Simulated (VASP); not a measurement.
A run of VASP 6.6.1 is set up as follows.

The input POSCAR:

```
AlN
1.0
    0.0000000000      2.0151354948      2.0151354948
    2.0151354948      0.0000000000      2.0151354948
    2.0151354948      2.0151354948      0.0000000000
Al N
1 1
Direct
    0.5000000000      0.5000000000      0.5000000000
    0.0000000000      0.0000000000      0.0000000000
```

Contents of INCAR.step1:

```
PREC = Accurate ; ENCUT = 520
EDIFF = 1E-5 ; ISMEAR = -1
SIGMA = 0.05 ; LREAL = F
LASPH = T ; NELM = 100
ALGO = Normal ; ISIF = 2
LWAVE = T ; NBANDS = 11
GGA = PE
```

The input INCAR.step2:

```
PREC = Accurate ; ENCUT = 520
EDIFF = 1E-6 ; ISMEAR = -1
SIGMA = 0.05 ; LREAL = F
LASPH = T ; NELM = 100
ALGO = Normal ; ISIF = 2
LWAVE = F ; LCHARG = T
GGA = PE ; LHFCALC = T
AEXX = 0.25 ; PRECFOCK = Normal
LELF = T ; LVHAR = T
NBANDS = 11 ; ISTART = 1
```

KPOINTS

```
regular mesh
0
Gamma
  6 6 6
```

Potentials or basis: VASP PAW PBE potentials, release 64 (Al, N).

The run is started by

```console
$ cat potpaw_PBE.64/Al/POTCAR potpaw_PBE.64/N/POTCAR > POTCAR
$ cp INCAR.step1 INCAR
$ mpirun -np 1 vasp_std > vasp.out
$ cp INCAR.step2 INCAR
$ mpirun -np 1 vasp_std > vasp.out
```

(1) What does it give for the pressure?

(2) Predict the band gap on the k mesh.

Results:

(1) 0.1 GPa.

(2) 6.85 eV, indirect (least direct gap 8.12 eV).

Caveat: the k points lie up to 0.45 Å⁻¹ apart; the PAW data sets were made with another functional, which shifts forces and pressure a little.
